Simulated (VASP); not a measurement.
GaP, 4 atoms in the cell. Symmetry: R-3m, No. 166, trigonal system. The conventional cell has a = 3.764 Å, b = 3.764 Å, c = 19.471 Å, α = 90.00°, β = 90.00°, γ = 120.00°. Ga (site symmetry 3m) has 3 P at 2.34 Å and 1 Ga at 2.51 Å within 3.1 Å. P (site symmetry 3m) has 1 P at 2.24 Å and 3 Ga at 2.34 Å within 3.0 Å. 

| Quantity | Value |
| --- | --- |
| Program | VASP 6.6.1 |
| Task | single point |
| Functional | PBE |
| Potentials or basis | VASP PAW PBE potentials, release 64 (Ga_d, P) |
| Cutoff | 520 eV |
| k mesh | 9 × 9 × 9 |
| Occupations | gaussian, width 0.05 eV |
| Spin | no spin polarisation |
| Dipole correction | no |
| Further INCAR settings | ALGO = Normal; EDIFF = 1e-06; NBANDS = 26 |

Potentials or basis: VASP PAW PBE potentials, release 64 (Ga_d, P).

Run with:

```bash
$ cat potpaw_PBE.64/Ga_d/POTCAR potpaw_PBE.64/P/POTCAR > POTCAR
$ mpirun -np 1 vasp_std > vasp.out
```

Hardware: 1 thread of AMD EPYC 9R45 96-Core Processor (Zen 5), with other jobs on the host.

Q: How long does it take, and how much memory?

A: Run time: 5.1 min on 1 thread of AMD EPYC 9R45 96-Core Processor (Zen 5), with other jobs on the host, peak memory 0.44 GiB. Counts: scf iterations 13, k points 85.
